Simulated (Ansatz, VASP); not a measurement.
**One calculation of Ti, two programs**

```
Ti
1.0
     3.00786    0.00000    0.00000
    -1.50393    2.60488    0.00000
     0.00000    0.00000    4.77179
Ti
2
Direct
  0.66667 0.33333 0.75000
  0.33333 0.66667 0.25000
```

Alike in both runs: task single point; functional r2SCAN50; k mesh 5 × 5 × 3; occupations fermi-dirac, width 0.05 eV; no spin polarisation.

```csv
,VASP,Ansatz
version,VASP 6.6.1,Ansatz 0.2.0
potentials or method,"VASP PAW PBE potentials, release 64 (Ti_sv)",Ansatz PAW
plane-wave cutoff (eV),520,500
valence electrons in the cell,24,24
```

```tsv
	VASP	Ansatz	Ansatz less VASP
gap on the k mesh at the Fermi level (eV)	none	none	-
pressure (GPa)	-12.4	-11.6	+0.78
traceless stress, the component that is largest in VASP (GPa)	-1.28	-1.75	-0.464
```

VASP's potentials were made for PBE, not for r2SCAN50. A gap of «none» marks a metal or a gap that the smearing closes.

The k mesh is coarse, so the values compare programs but aren't converged.
